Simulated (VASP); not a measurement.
Ir:

```xyz
2
Lattice="2.7696 0.0000 0.0000 -1.3848 2.3985 0.0000 0.0000 0.0000 4.4918" Properties=species:S:1:pos:R:3 pbc="T T T"
Ir    0.0000    1.5990    1.1230
Ir    1.3848    0.7995    3.3689
```

This isn't the form of Ir at room conditions, which is fcc.

Base run:

* Program: VASP 6.6.1
* Functional: r2SCAN
* Potentials or basis: VASP PAW PBE potentials, release 64 (Ir)
* Cutoff: 550 eV
* k mesh: 11 × 11 × 6
* Occupations: fermi-dirac, width 0.05 eV
* Spin: no spin polarisation

Its results: band gap on the k mesh zero (bands 9 and 10 overlap by 3.07 eV); pressure -12.8 GPa.

Task: The run is repeated on the same cell with these changes: potentials or basis from VASP PAW PBE potentials, release 64 (Ir) to VASP PAW PBE potentials, release 64 (Ir_sv_GW); cutoff from 550 eV to 620 eV; further incar settings from ALGO = Normal; EDIFF = 1e-06; NBANDS = 16 to ALGO = Normal; EDIFF = 1e-06; NBANDS = 24; valence electrons from 18 to 34. What comes out?

Result: Band gap on the k mesh zero (bands 17 and 18 overlap by 3.08 eV); pressure -15.7 GPa.

Caveats: the cell stands under tension; the PAW data sets were made with another functional, which shifts forces and pressure a little; spin-orbit coupling is left out, which moves the levels of the heavy elements.
